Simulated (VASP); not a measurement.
# NaCl (Pm-3m) in VASP: further runs

The runs below take NaCl through single point, with PBE.

Program: VASP 6.6.1. These are calculated values, not measurements. Logs are shortened: lines on timing, memory, paths and dates and some standing lists are left out, and cuts for length are marked.

### 1 The cell of the first run

Symmetry: Pm-3m, No. 221, cubic system. The conventional cell has a = 3.435 Å, b = 3.435 Å, c = 3.435 Å, α = 90.00°, β = 90.00°, γ = 90.00°. Within 3.9 Å of Na (site symmetry m-3m) lie 8 Cl at 2.97 Å and 6 Na at 3.43 Å. Within 3.9 Å of Cl (site symmetry m-3m) lie 8 Na at 2.97 Å and 6 Cl at 3.43 Å.

### 2 Single point, PBE (volume changed by -6%)

The input, INCAR:

```
ALGO = Normal ; EDIFF = 1E-6
ENCUT = 520 ; GGA = PE
ISIF = 2 ; ISMEAR = 0
LASPH = T ; LCHARG = F
LREAL = F ; LWAVE = F
NBANDS = 14 ; NELM = 60
PREC = Accurate ; SIGMA = 0.01
```

The input, KPOINTS:

```
k-points
0
Gamma
  6 6 6
```

The input, POSCAR:

```
NaCl
1.0
    3.4348965460      0.0000000000      0.0000000000
    0.0000000000      3.4348965460      0.0000000000
    0.0000000000      0.0000000000      3.4348965460
Na Cl
1 1
Direct
    0.0000000000      0.0000000000      0.0000000000
    0.5000000000      0.5000000000      0.5000000000
```

Potentials or basis: VASP PAW PBE potentials, release 64 (Na_pv, Cl).

Run with:

```bash
$ cat potpaw_PBE.64/Na_pv/POTCAR potpaw_PBE.64/Cl/POTCAR > POTCAR
$ mpirun -np 1 vasp_std > vasp.out
```

OUTCAR:

```text
EDIFF = 1E-6
   ENCUT = 520
   GGA = PE
   ISIF = 2
   ISMEAR = 0
   LASPH = T
   LREAL = F
   NELM = 60
   PREC = Accurate

 ion  position               nearest neighbor table
   1  0.000  0.000  0.000-
   2  0.500  0.500  0.500-

  LATTYP: Found a simple cubic cell.
 ALAT       =     3.4348965460

  Lattice vectors:

 A1 = (   3.4348965460,   0.0000000000,   0.0000000000)
 A2 = (   0.0000000000,   3.4348965460,   0.0000000000)
 A3 = (   0.0000000000,   0.0000000000,   3.4348965460)

Analysis of symmetry for initial positions (statically):
=====================================================================
 Subroutine PRICEL returns:
 Original cell was already a primitive cell.

 Routine SETGRP: Setting up the symmetry group for a
 simple cubic supercell.

 Subroutine GETGRP returns: Found 48 space group operations
 (whereof 48 operations were pure point group operations)
 out of a pool of 48 trial point group operations.

The static configuration has the point symmetry O_h .

Analysis of symmetry for dynamics (positions and initial velocities):
=====================================================================
 Subroutine PRICEL returns:
 Original cell was already a primitive cell.

 Routine SETGRP: Setting up the symmetry group for a
 simple cubic supercell.

 Subroutine GETGRP returns: Found 48 space group operations
 (whereof 48 operations were pure point group operations)
 out of a pool of 48 trial point group operations.

The dynamic configuration has the point symmetry O_h .

 Subroutine INISYM returns: Found 48 space group operations
 (whereof 48 operations are pure point group operations),
 and found     1 'primitive' translations

----------------------------------------------------------------------------------------

                                     Primitive cell

  volume of cell :      40.5267

  direct lattice vectors                    reciprocal lattice vectors
     3.434896546  0.000000000  0.000000000     0.291129583  0.000000000  0.000000000
     0.000000000  3.434896546  0.000000000     0.000000000  0.291129583  0.000000000
     0.000000000  0.000000000  3.434896546     0.000000000  0.000000000  0.291129583

  length of vectors
     3.434896546  3.434896546  3.434896546     0.291129583  0.291129583  0.291129583

  position of ions in fractional coordinates (direct lattice)
     0.000000000  0.000000000  0.000000000
     0.500000000  0.500000000  0.500000000

  ion indices of the primitive-cell ions
   primitive index   ion index
                 1           1
                 2           2

----------------------------------------------------------------------------------------

 KPOINTS: k-points

Automatic generation of k-mesh.
 Grid dimensions read from file:
 generate k-points for:    6    6    6

 Generating k-lattice:

  Cartesian coordinates                     Fractional coordinates (reciprocal lattice)
     0.048521597  0.000000000  0.000000000     0.166666667  0.000000000  0.000000000
     0.000000000  0.048521597  0.000000000     0.000000000  0.166666667  0.000000000
     0.000000000  0.000000000  0.048521597     0.000000000  0.000000000  0.166666667

  Length of vectors
     0.048521597  0.048521597  0.048521597

  Shift w.r.t. Gamma in fractional coordinates (k-lattice)
     0.000000000  0.000000000  0.000000000

 Subroutine IBZKPT returns following result:
 ===========================================

 Found     20 irreducible k-points:

 Following reciprocal coordinates:
            Coordinates               Weight
  0.000000  0.000000  0.000000      1.000000
  0.166667  0.000000  0.000000      6.000000
  0.333333  0.000000  0.000000      6.000000
  0.500000  0.000000  0.000000      3.000000
  0.166667  0.166667  0.000000     12.000000
  0.333333  0.166667  0.000000     24.000000
[... 12 lines left out ...]
  0.500000  0.500000  0.333333      6.000000
  0.500000  0.500000  0.500000      1.000000
   k-points           NKPTS =     20   k-points in BZ     NKDIM =     20   number of bands    NBANDS=     14
   number of dos      NEDOS =    301   number of ions     NIONS =      2
   total plane-waves  NPLWV =  21952
   dimension x,y,z NGX =    28 NGY =   28 NGZ =   28
   dimension x,y,z NGXF=    56 NGYF=   56 NGZF=   56
   ions per type =               1   1
   NGX,Y,Z   is equivalent  to a cutoff of  13.55, 13.55, 13.55 a.u.
   NGXF,Y,Z  is equivalent  to a cutoff of  27.10, 27.10, 27.10 a.u.
 SYSTEM =  unknown system
   PREC   = accura    normal or accurate (medium, high low for compatibility)
   ISTART =      0    job   : 0-new  1-cont  2-samecut
   ICHARG =      2    charge: 1-file 2-atom 10-const
   ISPIN  =      1    spin polarized calculation?
   LNONCOLLINEAR =      F non collinear calculations
   LSORBIT =      F    spin-orbit coupling
   LASPH  =      T    aspherical Exc in radial PAW
   ENCUT  =  520.0 eV  38.22 Ry    6.18 a.u.   6.39  6.39  6.39*2*pi/ulx,y,z
   NELM   =     60;   NELMIN=  2; NELMDL= -5     # of ELM steps
   EDIFF  = 0.1E-05   stopping-criterion for ELM
   LREAL  =      F    real-space projection
   EDIFFG = 0.1E-04   stopping-criterion for IOM
   NSW    =      0    number of steps for IOM
   IBRION =     -1    ionic relax: 0-MD 1-quasi-New 2-CG
   NFREE  =      0    steps in history (QN), initial steepest desc. (CG)
   ISIF   =      2    stress and relaxation
   ISYM   =      2    0-nonsym 1-usesym 2-fastsym
   POTIM  = 0.5000    time-step for ionic-motion
   TEBEG  =    0.0;   TEEND  =   0.0 temperature during run
   PSTRESS=    0.0 pullay stress
   NELECT =      14.0000    total number of electrons
   NUPDOWN=      -1.0000    fix difference up-down
   EMIN   =  10.00;   EMAX   =-10.00  energy-range for DOS
   EFERMI =   0.00;   METHOD = LEGACY
   ISMEAR =     0;   SIGMA  =   0.01  broadening in eV -4-tet -1-fermi 0-gaus
   EFERMI_NEDOS =   21; number of points for ismear=-14 and -15
   IALGO  =     38    algorithm
   IMIX   =      4    mixing-type and parameters
     AMIX     =   0.40;   BMIX     =  1.00
     AMIX_MAG =   1.60;   BMIX_MAG =  1.00
  volume/ion in A,a.u.               =      20.26       136.74
  Fermi-wavevector in a.u.,A,eV,Ry     =   1.148693  2.170714 17.952817  1.319495
  Thomas-Fermi vector in A             =   2.285366
   LORBIT       =      0    0 simple, 1 ext, 2 COOP (PROOUT), +10 PAW based schemes
   GGA     = PE    functional components
   LHFCALC =     F    Hartree Fock is set to
   AEXX    =    0.0000 exact exchange contribution
   IVDW    =     0    specifies the selected vdW correction
   LEPSILON=     F    determine dielectric tensor
   LRPA    =     F    only Hartree local field effects (RPA)
 non-spin polarized calculation
 Gauss-broadening in eV      SIGMA  =   0.01
  energy-cutoff  :      520.00
  volume of cell :       40.53
 maximum number of plane-waves:      1108
 NGX is ok and might be reduce to    28
   NGX = 13   NGY = 13   NGZ = 13

 number of electron      14.0000010 magnetization

 Free energy of the ion-electron system (eV)
  ---------------------------------------------------
  ext. energy  EPLUGINS =         0.00000000
  ---------------------------------------------------
  free energy    TOTEN  =        -6.45417969 eV

  energy without entropy =       -6.45417969  energy(sigma->0) =       -6.45417969

 E-fermi :   0.9164     XC(G=0):  -8.6869

 val. band max:        0.8438292922   @ k =   0.5000   0.5000   0.0000
 cond. band min:       5.0254657245   @ k =   0.0000   0.0000   0.0000
 fundamental gap:      4.1816364324
 Fermi energy:         0.9164418007

 k-point     1 :       0.0000    0.0000    0.0000
  band No.  band energies     occupation
      1     -21.1783      2.00000
      2     -21.1783      2.00000
      3     -21.1783      2.00000
      4     -12.7433      2.00000
      5       0.3041      2.00000
      6       0.3041      2.00000
      7       0.3041      2.00000
      8       5.0255      0.00000
      9       9.3551      0.00000
     10       9.3551      0.00000
     11      16.9627      0.00000
     12      16.9627      0.00000
     13      16.9629      0.00000
     14      17.0910      0.00000

 k-point     2 :       0.1667    0.0000    0.0000
  band No.  band energies     occupation
      1     -21.1912      2.00000
      2     -21.1771      2.00000
      3     -21.1771      2.00000
      4     -12.6454      2.00000
      5      -0.5591      2.00000
      6       0.3649      2.00000
      7       0.3649      2.00000
      8       5.7774      0.00000
      9       9.6675      0.00000
     10       9.9931      0.00000
     11      14.9724      0.00000
     12      14.9724      0.00000
     13      16.4082      0.00000
     14      17.1750      0.00000

 k-point     3 :       0.3333    0.0000    0.0000
  band No.  band energies     occupation
      1     -21.2168      2.00000
      2     -21.1748      2.00000
      3     -21.1748      2.00000
      4     -12.4367      2.00000
      5      -1.8337      2.00000
      6       0.4920      2.00000
      7       0.4920      2.00000
      8       7.0647      0.00000
      9      10.4003      0.00000
     10      10.5408      0.00000
     11      13.4038      0.00000
     12      13.4038      0.00000
     13      15.4555      0.00000
     14      17.0713      0.00000

 k-point     4 :       0.5000    0.0000    0.0000
  band No.  band energies     occupation
      1     -21.2295      2.00000
      2     -21.1737      2.00000
      3     -21.1737      2.00000
      4     -12.3251      2.00000
      5      -2.3628      2.00000
      6       0.5585      2.00000
      7       0.5585      2.00000
      8       7.9541      0.00000
      9       9.8148      0.00000
     10      11.3323      0.00000
     11      12.8285      0.00000
     12      12.8285      0.00000
     13      14.0012      0.00000
     14      18.0129      0.00000

 k-point     5 :       0.1667    0.1667    0.0000
  band No.  band energies     occupation
      1     -21.1910      2.00000
      2     -21.1881      2.00000
      3     -21.1760      2.00000
      4     -12.5533      2.00000
      5      -0.5949      2.00000
      6      -0.3011      2.00000
      7       0.4275      2.00000
      8       6.4595      0.00000
      9       9.9924      0.00000
     10      10.4456      0.00000
     11      13.4381      0.00000
[... 208 lines left out ...]
 k-point    18 :       0.5000    0.3333    0.3333
  band No.  band energies     occupation
      1     -21.2145      2.00000
      2     -21.2026      2.00000
      3     -21.2014      2.00000
      4     -11.8705      2.00000
      5      -1.4506      2.00000
      6      -0.9043      2.00000
      7      -0.8205      2.00000
      8       7.7689      0.00000
      9       8.5495      0.00000
     10       9.1804      0.00000
     11      14.5352      0.00000
     12      15.0222      0.00000
     13      15.2036      0.00000
     14      16.5326      0.00000

 k-point    19 :       0.5000    0.5000    0.3333
  band No.  band energies     occupation
      1     -21.2124      2.00000
      2     -21.2124      2.00000
      3     -21.2004      2.00000
      4     -11.7878      2.00000
      5      -1.3050      2.00000
      6      -1.3050      2.00000
      7      -0.7489      2.00000
      8       7.4386      0.00000
      9       8.6187      0.00000
     10       8.6187      0.00000
     11      14.0742      0.00000
     12      15.0393      0.00000
     13      16.8432      0.00000
     14      16.8432      0.00000

 k-point    20 :       0.5000    0.5000    0.5000
  band No.  band energies     occupation
      1     -21.2107      2.00000
      2     -21.2107      2.00000
      3     -21.2107      2.00000
      4     -11.7043      2.00000
      5      -1.1847      2.00000
      6      -1.1847      2.00000
      7      -1.1847      2.00000
      8       7.9629      0.00000
      9       7.9629      0.00000
     10       7.9629      0.00000
     11      12.9654      0.00000
     12      17.3005      0.00000
     13      17.3005      0.00000
     14      17.3005      0.00000

------------------------ aborting loop because EDIFF is reached ----------------------------------------

  FORCE on cell =-STRESS in cart. coord.  units (eV):
  Direction    XX          YY          ZZ          XY          YZ          ZX
  --------------------------------------------------------------------------------------
  -------------------------------------------------------------------------------------
  Total        0.4575396      0.4575396      0.4575396      0.0000000      0.0000000     -0.0000000
  in kB       18.0883237     18.0883237     18.0883237      0.0000000      0.0000000     -0.0000000
  external PRESSURE =      18.0883237 kB  Pullay stress =       0.0000000 kB

 VOLUME and BASIS-vectors are now :
 -----------------------------------------------------------------------------
  energy-cutoff  :      520.00
  volume of cell :       40.53
      direct lattice vectors                 reciprocal lattice vectors
     3.434896546  0.000000000  0.000000000     0.291129583  0.000000000  0.000000000
     0.000000000  3.434896546  0.000000000     0.000000000  0.291129583  0.000000000
     0.000000000  0.000000000  3.434896546     0.000000000  0.000000000  0.291129583

 POSITION                                       TOTAL-FORCE (eV/Angst)
 -----------------------------------------------------------------------------------
      0.00000      0.00000      0.00000         0.000000      0.000000      0.000000
      1.71745      1.71745      1.71745         0.000000      0.000000      0.000000
 -----------------------------------------------------------------------------------
    total drift:                               -0.000000      0.000000      0.000000

  FREE ENERGIE OF THE ION-ELECTRON SYSTEM (eV)
  ---------------------------------------------------
  free  energy   TOTEN  =        -6.4541796929 eV

  energy  without entropy=       -6.4541796929  energy(sigma->0) =       -6.45417969
```

Run time: 4.2 s. Hardware: 1 thread of Intel Xeon 6975P-C (Granite Rapids), shared host; peak memory 0.15 GiB.

Results:

```yaml
Free_energy: -6.4542 eV
Pressure: 1.8 GPa
Band_gap_on_the_k_mesh: 4.18 eV, indirect (least direct gap 4.72 eV)
```

Levels at points of the mesh, in eV from the valence-band top:
| k point | band 4 | band 5 | band 6 | band 7 | band 8 | band 9 | band 10 | band 11 |
| --- | --- | --- | --- | --- | --- | --- | --- | --- |
| (0.00, 0.00, 0.00) | -13.59 | -0.54 | -0.54 | -0.54 | 4.18 | 8.51 | 8.51 | 16.12 |
| (0.50, 0.00, 0.00) | -13.17 | -3.21 | -0.29 | -0.29 | 7.11 | 8.97 | 10.49 | 11.98 |
| (0.50, 0.50, 0.00) | -12.86 | -2.47 | -2.47 | 0.00 | 5.53 | 10.01 | 11.42 | 11.42 |
| (0.50, 0.50, 0.50) | -12.55 | -2.03 | -2.03 | -2.03 | 7.12 | 7.12 | 7.12 | 12.12 |

### 3 Single point, PBE (volume changed by -3%)

The input, INCAR:

```
PREC     = Accurate       # precision mode
ENCUT    = 520            # plane-wave cutoff, eV
EDIFF    = 1E-6           # SCF threshold, eV
ISMEAR   = 0              # smearing method
SIGMA    = 0.01           # smearing width, eV
LREAL    = False          # projectors in reciprocal space
LASPH    = True           # aspherical terms in the spheres
NELM     = 100            # most SCF steps
ALGO     = Normal         # electronic algorithm
ISIF     = 2              # what is computed and relaxed
LWAVE    = False          # write WAVECAR
LCHARG   = False          # write CHGCAR
GGA      = PE             # functional
NBANDS   = 14             # bands
```

The input, KPOINTS:

```
Automatic mesh
0
Gamma
  6 6 6
```

The input, POSCAR:

```
NaCl
1.0
    3.4710560090      0.0000000000      0.0000000000
    0.0000000000      3.4710560090      0.0000000000
    0.0000000000      0.0000000000      3.4710560090
Na Cl
1 1
Direct
    0.0000000000      0.0000000000      0.0000000000
    0.5000000000      0.5000000000      0.5000000000
```

Potentials or basis: VASP PAW PBE potentials, release 64 (Na_pv, Cl).

Run with:

```bash
$ cat potpaw_PBE.64/Na_pv/POTCAR potpaw_PBE.64/Cl/POTCAR > POTCAR
$ mpirun -np 1 vasp_std > vasp.out
```

It took 4.2 s on 1 thread of Intel Xeon 6975P-C (Granite Rapids), shared host; peak memory 0.15 GiB.

Results (log left out):

```yaml
Free_energy: -6.4651 eV
Pressure: 0.8 GPa
Band_gap_on_the_k_mesh: 4.07 eV, indirect (least direct gap 4.58 eV)
```

Levels at points of the mesh, in eV from the valence-band top:
| k point | band 5 | band 6 | band 7 | band 8 | band 9 | band 10 |
| --- | --- | --- | --- | --- | --- | --- |
| (0.00, 0.00, 0.00) | -0.51 | -0.51 | -0.51 | 4.07 | 8.55 | 8.55 |
| (0.50, 0.00, 0.00) | -3.06 | -0.27 | -0.27 | 7.01 | 8.75 | 10.50 |
| (0.50, 0.50, 0.00) | -2.35 | -2.35 | 0.00 | 5.54 | 9.94 | 11.21 |
| (0.50, 0.50, 0.50) | -1.93 | -1.93 | -1.93 | 7.12 | 7.12 | 7.12 |

 A k mesh can miss the band edges.
